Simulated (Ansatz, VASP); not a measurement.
C: VASP beside Ansatz

```xyz
2
Lattice="0.0000 2.1280 3.3244 1.2294 0.0000 3.3244 1.2294 2.1280 0.0000" Properties=species:S:1:pos:R:3 pbc="T T T"
C     1.2294    0.8595    3.3244
C     1.2294    3.3965    3.3244
```

Alike in both runs: task single point; functional PBEsol; dispersion D3(BJ); k mesh 16 × 16 × 16; occupations gaussian, width 0.03 eV; no spin polarisation.

```csv
,VASP,Ansatz
version,VASP 6.6.1,Ansatz 0.2.0
potentials or method,"VASP PAW PBE potentials, release 64 (C), cutoff 520 eV","scalar-relativistic, plane waves, PAW"
valence electrons in the cell,8,8
```

```tsv
	VASP	Ansatz	Ansatz less VASP
gap on the k mesh at the Fermi level (eV)	none	none	-
pressure (GPa)	27.2	26.8	-0.39
traceless stress, the component that is largest in VASP (GPa)	42.57	41.88	-0.690
rms of the force components (eV/Å)	4.766	4.767	+0.0008
```

VASP's potentials were made for PBE, not for PBEsol, and Ansatz warns of the same on its side. Atom by atom the forces differ by 0.001 eV/Å (rms over components). A gap of «none» marks a metal or a gap that the smearing closes.
